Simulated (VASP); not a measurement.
A run of VASP 6.6.1 is set up as follows.

File POSCAR:

```
NbCd3
1.0
    4.2509570000      0.0000000000      0.0000000000
    0.0000000000      4.2509570000      0.0000000000
    0.0000000000      0.0000000000      4.2509570000
Cd Nb
3 1
Direct
    0.0000000000      0.5000000000      0.5000000000
    0.5000000000      0.0000000000      0.5000000000
    0.5000000000      0.5000000000      0.0000000000
    0.0000000000      0.0000000000      0.0000000000
```

The input INCAR.step1:

```
SYSTEM = NbCd3
PREC = Accurate
ENCUT = 520
ISMEAR = 1
SIGMA = 0.1932
LREAL = .FALSE.
LASPH = .TRUE.
NELM = 100
NBANDS = 32
GGA = PE
ALGO = Normal
EDIFF = 1E-4
LWAVE = .TRUE.
LCHARG = .FALSE.
```

File INCAR.step2:

```
SYSTEM = NbCd3
PREC = Accurate
ENCUT = 520
EDIFF = 1E-7
ISMEAR = 1
SIGMA = 0.1932
LREAL = .FALSE.
LASPH = .TRUE.
NELM = 100
ALGO = Normal
ISIF = 2
LWAVE = .FALSE.
LCHARG = .FALSE.
METAGGA = R2SCAN
LMIXTAU = .TRUE.
NBANDS = 32
ISTART = 1
```

Contents of KPOINTS:

```
Automatic mesh
0
G
  6 6 6
  0 0 0
```

Potentials or basis: VASP PAW PBE potentials, release 64 (Cd, Nb_sv).

Launch:

```bash
$ cat potpaw_PBE.64/Cd/POTCAR potpaw_PBE.64/Nb_sv/POTCAR > POTCAR
$ cp INCAR.step1 INCAR
$ mpirun -np 1 vasp_std > vasp.out
$ cp INCAR.step2 INCAR
$ mpirun -np 1 vasp_std > vasp.out
```

(1) Estimate the pressure.

(2) Predict the band gap on the k mesh.

## Answers

(1) 2.2 GPa.

(2) zero (an odd number of electrons rules out a gap without spin polarisation).

Caveat: the PAW data sets were made with another functional, which shifts forces and pressure a little.
